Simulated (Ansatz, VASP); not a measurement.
## Two plane-wave programs on Al2Cu

Contents of INCAR:

```
ALGO = Normal
EDIFF = 1E-6
ENCUT = 520
GGA = PE
ISIF = 2
ISMEAR = 0
LASPH = True
LCHARG = True
LELF = True
LREAL = False
LVHAR = True
LWAVE = False
NBANDS = 16
NELM = 80
PREC = Accurate
SIGMA = 0.05
```

Contents of KPOINTS:

```
k-points
0
Gamma
  12 12 12
```

File POSCAR:

```
Al2Cu
1.0
   -2.0303375000      2.0303375000      2.8510940000
    2.0303375000     -2.0303375000      2.8510940000
    2.0303375000      2.0303375000     -2.8510940000
Al Cu
2 1
Direct
    0.7500000000      0.2500000000      0.5000000000
    0.2500000000      0.7500000000      0.5000000000
    0.5000000000      0.5000000000      0.0000000000
```

Input for Ansatz:

```yaml
crystal:
  lattice:
    - [-2.0303375, 2.0303375, 2.851094]
    - [2.0303375, -2.0303375, 2.851094]
    - [2.0303375, 2.0303375, -2.851094]
  atoms:
    - { symbol: Al, position: [0.75, 0.25, 0.5] }
    - { symbol: Al, position: [0.25, 0.75, 0.5] }
    - { symbol: Cu, position: [0.5, 0.5, 0.0] }
basis:
  ecutwfc: 500
  fft_grid_basis: typed
kpoints:
  mp_grid: { grid: [12, 12, 12] }
hamiltonian:
  xc: pbe
  pseudopotentials: { kind: paw }
scf:
  occupations: { method: gaussian, width: 0.05 }
output:
  forces: true
  stress: true
  eigenvalues: true
  bader: true
  write_density: true
  volumetric_format: npy
  elf: true
```

Alike in both runs: task single point; functional PBE; k mesh 12 × 12 × 12; occupations gaussian, width 0.05 eV; no spin polarisation.

|  | VASP | Ansatz |
| --- | --- | --- |
| version | VASP 6.6.1 | Ansatz 0.2.0 |
| potentials or method | VASP PAW PBE potentials, release 64 (Al, Cu), cutoff 520 eV | scalar-relativistic, plane waves, PAW |
| valence electrons in the cell | 17 | 25 |

|  | VASP | Ansatz | Ansatz less VASP |
| --- | --- | --- | --- |
| gap on the k mesh at the Fermi level (eV) | none | none | - |
| pressure (GPa) | 3.0 | 2.9 | -0.07 |
| traceless stress, the component that is largest in VASP (GPa) | 0.26 | 0.26 | +0.001 |

A gap of «none» marks a metal or a gap that the smearing closes. The functional is the same, so the differences come from potentials, cutoffs and numerics. VASP's potentials hold 17 valence electrons a cell and Ansatz's 25, so a difference there can come from the potentials and not from the codes.
